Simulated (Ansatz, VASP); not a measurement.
# Two plane-wave programs on Hf2SnC

```
Hf Sn C
1.0
     3.32679    0.00000    0.00000
    -1.66340    2.88109    0.00000
     0.00000    0.00000   14.41628
Hf Sn C
4 2 2
Direct
  0.33333 0.66667 0.08439
  0.66667 0.33333 0.58439
  0.66667 0.33333 0.91561
  0.33333 0.66667 0.41561
  0.33333 0.66667 0.75000
  0.66667 0.33333 0.25000
  0.00000 0.00000 0.00000
  0.00000 0.00000 0.50000
```

Alike in both runs: task single point; functional LDA; k mesh 6 × 6 × 2; occupations gaussian, width 0.1 eV; no spin polarisation.

|  | VASP | Ansatz |
| --- | --- | --- |
| version | VASP 6.6.1 | Ansatz 0.2.0 |
| potentials or method | VASP PAW LDA potentials, release 64 (Hf_pv, Sn_d, C), cutoff 520 eV | scalar-relativistic, plane waves, PAW |
| valence electrons in the cell | 76 | 140 |

Ansatz gave:

| Property | Result |
| --- | --- |
| gap on the k mesh at the Fermi level (eV) | none |
| pressure (GPa) | -6.4 |
| traceless stress, the component that is largest in VASP (GPa) | -1.63 |
| rms of the force components (eV/Å) | 0.109 |

Task: What did VASP give for the same quantities?

Result: gap on the k mesh at the Fermi level (eV): none; pressure (GPa): -6.2; traceless stress, the component that is largest in VASP (GPa): -1.61; rms of the force components (eV/Å): 0.121.

LDA's correlation is that of Perdew and Zunger in VASP and of Perdew and Wang (1992) in Ansatz. Atom by atom the forces differ by 0.013 eV/Å (rms over components). A gap of «none» marks a metal or a gap that the smearing closes. VASP's potentials hold 76 valence electrons a cell and Ansatz's 140, so a difference there can come from the potentials and not from the codes.

The k mesh is coarse, so the values compare programs but aren't converged. Spin-orbit coupling is off throughout.
